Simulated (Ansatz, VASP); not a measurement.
**SiGe in VASP and in Ansatz**

Contents of POSCAR:

```
SiGe
1.0
    3.7872463130      0.0000000000      0.0000000000
   -1.8936231565      3.2798515175      0.0000000000
    0.0000000000      0.0000000000      6.6472900592
Si Ge
2 2
Direct
    0.6666666667      0.3333333333      0.8744661518
    0.3333333333      0.6666666667      0.3744661518
    0.6666666667      0.3333333333      0.5005328482
    0.3333333333      0.6666666667      0.0005328482
```

Contents of INCAR.step1:

```
SYSTEM = SiGe
ALGO = Normal
EDIFF = 1E-4
ENCUT = 520
GGA = PE
ISMEAR = 0
LASPH = .True.
LCHARG = .False.
LREAL = .False.
LWAVE = .True.
NBANDS = 26
NELM = 100
PREC = Accurate
SIGMA = 0.05
```

Contents of INCAR.step2:

```
SYSTEM = SiGe
ALGO = Normal
EDIFF = 1E-6
ENCUT = 520
ISIF = 2
ISMEAR = 0
ISTART = 1
LASPH = .True.
LCHARG = .True.
LELF = .True.
LMIXTAU = .True.
LREAL = .False.
LVHAR = .True.
LWAVE = .False.
METAGGA = R2SCAN
NBANDS = 26
NELM = 100
PREC = Accurate
SIGMA = 0.05
```

File KPOINTS:

```
k-points
0
Gamma
  12 12 4
  0 0 0
```

Input for Ansatz:

```yaml
crystal:
  lattice:
    - [3.787246313, 0.0, 0.0]
    - [-1.8936231565, 3.2798515175, 0.0]
    - [0.0, 0.0, 6.6472900592]
  atoms:
    - { symbol: Si, position: [0.6666666667, 0.3333333333, 0.8744661518] }
    - { symbol: Si, position: [0.3333333333, 0.6666666667, 0.3744661518] }
    - { symbol: Ge, position: [0.6666666667, 0.3333333333, 0.5005328482] }
    - { symbol: Ge, position: [0.3333333333, 0.6666666667, 0.0005328482] }
basis:
  ecutwfc: 500
kpoints:
  mp_grid: { grid: [12, 12, 4] }
hamiltonian:
  xc: r2scan
scf:
  occupations: { method: gaussian, width: 0.05 }
output:
  forces: true
  stress: true
  eigenvalues: true
```

Change from the starting cell: strain -0.030 along x and y, +0.030 along z, atoms carried along.

Alike in both runs: task single point; functional r2SCAN; k mesh 12 × 12 × 4; occupations gaussian, width 0.05 eV; no spin polarisation.

|  | VASP | Ansatz |
| --- | --- | --- |
| version | VASP 6.6.1 | Ansatz 0.2.0 |
| potentials or method | VASP PAW PBE potentials, release 64 (Si, Ge_d), cutoff 520 eV | scalar-relativistic, plane waves, PAW |
| valence electrons in the cell | 36 | 36 |

Ansatz gave:

* gap on the k mesh at the Fermi level (eV): 0.73
* least direct gap on the mesh (eV): 1.11
* pressure (GPa): 3.3
* traceless stress, the component that is largest in VASP (GPa): -8.79
* rms of the force components (eV/Å): 0.324

Problem. Estimate VASP's values.

Solution. gap on the k mesh at the Fermi level (eV): 0.72; least direct gap on the mesh (eV): 1.10; pressure (GPa): 3.3; traceless stress, the component that is largest in VASP (GPa): -8.82; rms of the force components (eV/Å): 0.327.

VASP's potentials were made for PBE, not for r2SCAN. Atom by atom the forces differ by 0.003 eV/Å (rms over components).
